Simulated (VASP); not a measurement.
# Li (R-3m) in VASP: notebook, part 2 of 2

VASP 6.6.1.

### Step 3. Single point, BLYP (20.82 Å³/atom)

This run uses another cell than the first one, of 20.82 Å³/atom.

Contents of INCAR:

```
PREC     = Accurate       # precision mode
ENCUT    = 520            # plane-wave cutoff, eV
EDIFF    = 1E-7           # SCF threshold, eV
ISMEAR   = -1             # smearing method
SIGMA    = 0.1            # smearing width, eV
LREAL    = False          # projectors in reciprocal space
LASPH    = True           # aspherical terms in the spheres
NELM     = 100            # most SCF steps
ALGO     = Normal         # electronic algorithm
ISIF     = 2              # what is computed and relaxed
LWAVE    = False          # write WAVECAR
LCHARG   = False          # write CHGCAR
GGA      = B5             # functional
ALDAX    = 1.0          
AGGAX    = 1.0          
AGGAC    = 1.0          
ALDAC    = 0.0          
NBANDS   = 12             # bands
```

Contents of KPOINTS:

```
regular mesh
0
Gamma
  13 13 13
```

Contents of POSCAR:

```
Li
1.0
    1.5473311868      0.8933520772      7.5311283237
   -1.5473311868      0.8933520772      7.5311283237
    0.0000000000     -1.7867041544      7.5311283237
Li
3
Direct
    0.0000000000      0.0000000000      1.0000000000
    0.2221860148      0.2221860148      0.2221860148
    0.7778139852      0.7778139852      0.7778139852
```

Potentials or basis: VASP PAW PBE potentials, release 64 (Li_sv).

Command:

```
$ cat potpaw_PBE.64/Li_sv/POTCAR > POTCAR
$ mpirun -np 1 vasp_std > vasp.out
```

OUTCAR:

```text
PREC = Accurate
   ENCUT = 520
   EDIFF = 1E-7
   ISMEAR = -1
   LREAL = False
   LASPH = True
   NELM = 100
   ISIF = 2
   GGA = B5

 ion  position               nearest neighbor table
   1  0.000  0.000  0.000-
   2  0.222  0.222  0.222-
   3  0.778  0.778  0.778-

  LATTYP: Found a trigonal (rhomboedric) cell.
 ALAT       =     7.7401683162
 COS(alpha) =     0.9200725893

  Lattice vectors:

 A1 = (   1.5473311868,   0.8933520772,   7.5311283237)
 A2 = (  -1.5473311868,   0.8933520772,   7.5311283237)
 A3 = (   0.0000000000,  -1.7867041544,   7.5311283237)

Analysis of symmetry for initial positions (statically):
=====================================================================
 Subroutine PRICEL returns:
 Original cell was already a primitive cell.

 Routine SETGRP: Setting up the symmetry group for a
 trigonal (rhombohedral) supercell.

 Subroutine GETGRP returns: Found 12 space group operations
 (whereof 12 operations were pure point group operations)
 out of a pool of 12 trial point group operations.

The static configuration has the point symmetry D_3d.

Analysis of symmetry for dynamics (positions and initial velocities):
=====================================================================
 Subroutine PRICEL returns:
 Original cell was already a primitive cell.

 Routine SETGRP: Setting up the symmetry group for a
 trigonal (rhombohedral) supercell.

 Subroutine GETGRP returns: Found 12 space group operations
 (whereof 12 operations were pure point group operations)
 out of a pool of 12 trial point group operations.

The dynamic configuration has the point symmetry D_3d.

 Subroutine INISYM returns: Found 12 space group operations
 (whereof 12 operations are pure point group operations),
 and found     1 'primitive' translations

----------------------------------------------------------------------------------------

                                     Primitive cell

  volume of cell :      62.4622

  direct lattice vectors                    reciprocal lattice vectors
     1.547331187  0.893352077  7.531128324     0.323137027  0.186563250  0.044260743
    -1.547331187  0.893352077  7.531128324    -0.323137027  0.186563250  0.044260743
     0.000000000 -1.786704154  7.531128324     0.000000000 -0.373126499  0.044260743

  length of vectors
     7.740168316  7.740168316  7.740168316     0.375742462  0.375742462  0.375742462

  position of ions in fractional coordinates (direct lattice)
     0.000000000  0.000000000  0.000000000
     0.222186015  0.222186015  0.222186015
     0.777813985  0.777813985  0.777813985

  ion indices of the primitive-cell ions
   primitive index   ion index
                 1           1
                 2           2
                 3           3

----------------------------------------------------------------------------------------

 KPOINTS: regular mesh

Automatic generation of k-mesh.
 Grid dimensions read from file:
 generate k-points for:   13   13   13

 Generating k-lattice:

[... 23 lines left out ...]
  0.384615  0.000000 -0.000000      6.000000
[... 16 lines left out ...]
  0.384615  0.153846 -0.000000     12.000000
  0.461538  0.153846 -0.000000     12.000000
 [... further k-points ...]
   k-points           NKPTS =    231   k-points in BZ     NKDIM =    231   number of bands    NBANDS=     12
   number of dos      NEDOS =    301   number of ions     NIONS =      3
   total plane-waves  NPLWV = 216000
   dimension x,y,z NGX =    60 NGY =   60 NGZ =   60
   dimension x,y,z NGXF=   120 NGYF=  120 NGZF=  120
   ions per type =               3
   NGX,Y,Z   is equivalent  to a cutoff of  12.89, 12.89, 12.89 a.u.
   NGXF,Y,Z  is equivalent  to a cutoff of  25.77, 25.77, 25.77 a.u.
 SYSTEM =  unknown system
   PREC   = accura    normal or accurate (medium, high low for compatibility)
   ISTART =      0    job   : 0-new  1-cont  2-samecut
   ICHARG =      2    charge: 1-file 2-atom 10-const
   ISPIN  =      1    spin polarized calculation?
   LNONCOLLINEAR =      F non collinear calculations
   LSORBIT =      F    spin-orbit coupling
   LASPH  =      T    aspherical Exc in radial PAW
   ENCUT  =  520.0 eV  38.22 Ry    6.18 a.u.  14.39 14.39 14.39*2*pi/ulx,y,z
   NELM   =    100;   NELMIN=  2; NELMDL= -5     # of ELM steps
   EDIFF  = 0.1E-06   stopping-criterion for ELM
   LREAL  =      F    real-space projection
   EDIFFG = 0.1E-05   stopping-criterion for IOM
   NSW    =      0    number of steps for IOM
   IBRION =     -1    ionic relax: 0-MD 1-quasi-New 2-CG
   NFREE  =      0    steps in history (QN), initial steepest desc. (CG)
   ISIF   =      2    stress and relaxation
   ISYM   =      2    0-nonsym 1-usesym 2-fastsym
   POTIM  = 0.5000    time-step for ionic-motion
   TEBEG  =    0.0;   TEEND  =   0.0 temperature during run
   PSTRESS=    0.0 pullay stress
   NELECT =       9.0000    total number of electrons
   NUPDOWN=      -1.0000    fix difference up-down
   EMIN   =  10.00;   EMAX   =-10.00  energy-range for DOS
   EFERMI =   0.00;   METHOD = LEGACY
   ISMEAR =    -1;   SIGMA  =   0.10  broadening in eV -4-tet -1-fermi 0-gaus
   EFERMI_NEDOS =   21; number of points for ismear=-14 and -15
   IALGO  =     38    algorithm
   IMIX   =      4    mixing-type and parameters
     AMIX     =   0.40;   BMIX     =  1.00
     AMIX_MAG =   1.60;   BMIX_MAG =  1.00
  volume/ion in A,a.u.               =      20.82       140.51
  Fermi-wavevector in a.u.,A,eV,Ry     =   0.858255  1.621868 10.022085  0.736602
  Thomas-Fermi vector in A             =   1.975432
   LORBIT       =      0    0 simple, 1 ext, 2 COOP (PROOUT), +10 PAW based schemes
   GGA     = B5    functional components
   LHFCALC =     F    Hartree Fock is set to
   AEXX    =    0.0000 exact exchange contribution
   IVDW    =     0    specifies the selected vdW correction
   LEPSILON=     F    determine dielectric tensor
   LRPA    =     F    only Hartree local field effects (RPA)
 non-spin polarized calculation
  energy-cutoff  :      520.00
  volume of cell :       62.46
 maximum number of plane-waves:      1700
 NGX is ok and might be reduce to    60
   NGX = 29   NGY = 29   NGZ = 29

 number of electron       9.0000012 magnetization

 Free energy of the ion-electron system (eV)
  ---------------------------------------------------
  ext. energy  EPLUGINS =         0.00000000
  ---------------------------------------------------
  free energy    TOTEN  =        -4.72812419 eV

  energy without entropy =       -4.67652566  energy(sigma->0) =       -4.70232492

 E-fermi :   0.9707     XC(G=0):  -6.5824

 val. band max:        0.9689199884   @ k =  -0.2308  -0.4615   0.0769
 cond. band min:       0.9723045025   @ k =   0.4615   0.0769   0.0769
 fundamental gap:      0.0033845141
 Fermi energy:         0.9707019474

 k-point     1 :       0.0000    0.0000    0.0000
  band No.  band energies     occupation
      1     -46.3054      2.00000
      2     -46.2939      2.00000
      3     -46.2931      2.00000
      4      -2.5306      2.00000
      5      -0.5861      2.00000
      6      -0.5859      2.00000
      7       6.5993      0.00000
      8       6.6020      0.00000
      9      13.2557      0.00000
     10      13.2557      0.00000
     11      13.3759      0.00000
     12      13.3759      0.00000
[... 331 lines left out ...]
 k-point    24 :       0.4615    0.1538   -0.0000
  band No.  band energies     occupation
      1     -46.2912      2.00000
      2     -46.2876      2.00000
      3     -46.2856      2.00000
      4       0.1229      1.99958
      5       1.2646      0.10048
      6       2.7035      0.00000
      7       4.5534      0.00000
      8       5.9524      0.00000
      9       6.6670      0.00000
     10       7.0687      0.00000
     11       8.1769      0.00000
     12       9.4578      0.00000

 [... further k-points ...]

------------------------ aborting loop because EDIFF is reached ----------------------------------------

  FORCE on cell =-STRESS in cart. coord.  units (eV):
  Direction    XX          YY          ZZ          XY          YZ          ZX
  --------------------------------------------------------------------------------------
  -------------------------------------------------------------------------------------
  Total       -0.2560465     -0.2560465     -0.1607347      0.0000000      0.0000000     -0.0000000
  in kB       -6.5676838     -6.5676838     -4.1229019      0.0000000      0.0000000     -0.0000000
  external PRESSURE =      -5.7527565 kB  Pullay stress =       0.0000000 kB

 VOLUME and BASIS-vectors are now :
 -----------------------------------------------------------------------------
  energy-cutoff  :      520.00
  volume of cell :       62.46
      direct lattice vectors                 reciprocal lattice vectors
     1.547331187  0.893352077  7.531128324     0.323137027  0.186563250  0.044260743
    -1.547331187  0.893352077  7.531128324    -0.323137027  0.186563250  0.044260743
     0.000000000 -1.786704154  7.531128324     0.000000000 -0.373126499  0.044260743

 POSITION                                       TOTAL-FORCE (eV/Angst)
 -----------------------------------------------------------------------------------
      0.00000      0.00000      0.00000        -0.000000      0.000000      0.000000
      0.00000      0.00000      5.01993         0.000000      0.000000      0.002303
      0.00000      0.00000     17.57345         0.000000     -0.000000     -0.002303
 -----------------------------------------------------------------------------------
    total drift:                                0.000000     -0.000000      0.000000

  FREE ENERGIE OF THE ION-ELECTRON SYSTEM (eV)
  ---------------------------------------------------
  free  energy   TOTEN  =        -4.7281241878 eV

  energy  without entropy=       -4.6765256579  energy(sigma->0) =       -4.70232492
```

Run time: 14 min. Hardware: 1 thread of Intel Xeon Platinum 8259CL at 2.50GHz (Skylake/Cascade Lake), shared host; peak memory 0.52 GiB.

What came out:

| Property | Result |
| --- | --- |
| Free energy | -4.7281 eV |
| Band gap on the k mesh | zero (an odd number of electrons rules out a gap without spin polarisation) |

Forces in eV/Å, atoms in the order of the input:
```
Li   0.000  0.000  0.000
Li   0.000  0.000  0.002
Li   0.000  0.000 -0.002
```

Caveat: the cutoff is under 1.25 times the usual one of these potentials, so pressure, stress and relaxed cells hold a basis-set (Pulay) error; the PAW data sets were made with another functional, which shifts forces and pressure a little.

### Step 4. Single point, BLYP (21.62 Å³/atom)

This run uses another cell than the first one, of 21.62 Å³/atom.

Contents of INCAR:

```
PREC = Accurate
ENCUT = 520
EDIFF = 1E-6
ISMEAR = -1
SIGMA = 0.1
LREAL = F
LASPH = T
NELM = 60
ALGO = Normal
ISIF = 2
LWAVE = F
LCHARG = F
GGA = B5
ALDAX = 1.0
AGGAX = 1.0
AGGAC = 1.0
ALDAC = 0.0
NBANDS = 12
```

Contents of KPOINTS:

```
Automatic mesh
0
Gamma
  13 13 13
```

Contents of POSCAR:

```
Li
1.0
    1.5669197370      0.9046615319      7.6264691833
   -1.5669197370      0.9046615319      7.6264691833
    0.0000000000     -1.8093230639      7.6264691833
Li
3
Direct
    0.0000000000      0.0000000000      1.0000000000
    0.2221860148      0.2221860148      0.2221860148
    0.7778139852      0.7778139852      0.7778139852
```

Command:

```
$ cat potpaw_PBE.64/Li_sv/POTCAR > POTCAR
$ mpirun -np 1 vasp_std > vasp.out
```

It took 13 min on 1 thread of Intel Xeon Platinum 8259CL at 2.50GHz (Skylake/Cascade Lake), shared host; peak memory 0.52 GiB.

It converged, with:

```
Free energy            : -4.7181 eV
Band gap on the k mesh : zero (an odd number of electrons rules out a gap without spin polarisation)
```

Forces on the atoms (eV/Å):
```
Li   0.000  0.000  0.000
Li   0.000  0.000  0.002
Li   0.000  0.000 -0.002
```

Levels at points of the mesh, in eV from the Fermi level:
```
           k point  band 2  band 3  band 4  band 5  band 6  band 7  band 8  band 9
(0.00, 0.00, 0.00)  -47.33  -47.33   -3.45   -1.53   -1.53    5.47    5.47   11.96
```

Caveat: the cutoff is under 1.25 times the usual one of these potentials, so pressure, stress and relaxed cells hold a basis-set (Pulay) error; the PAW data sets were made with another functional, which shifts forces and pressure a little.

### Step 5. The runs side by side

```csv
cell,gap on the mesh (eV)
"a = 7.640 Å, angles 23.1°, 3 atoms",none
"a = 7.740 Å, angles 23.1°, 3 atoms",none
"a = 7.838 Å, angles 23.1°, 3 atoms",none
```

Alike in all rows: task single point; level BLYP; potentials or basis VASP PAW PBE potentials, release 64 (Li_sv); no spin polarisation; k mesh 13 × 13 × 13; cutoff (eV) 520; smearing fermi-dirac 0.1 eV.

Caveats: the cutoff is under 1.25 times the usual one of these potentials, so pressure, stress and relaxed cells hold a basis-set (Pulay) error; the PAW data sets were made with another functional, which shifts forces and pressure a little.

Absolute energies hang on the potentials; compare differences alone.
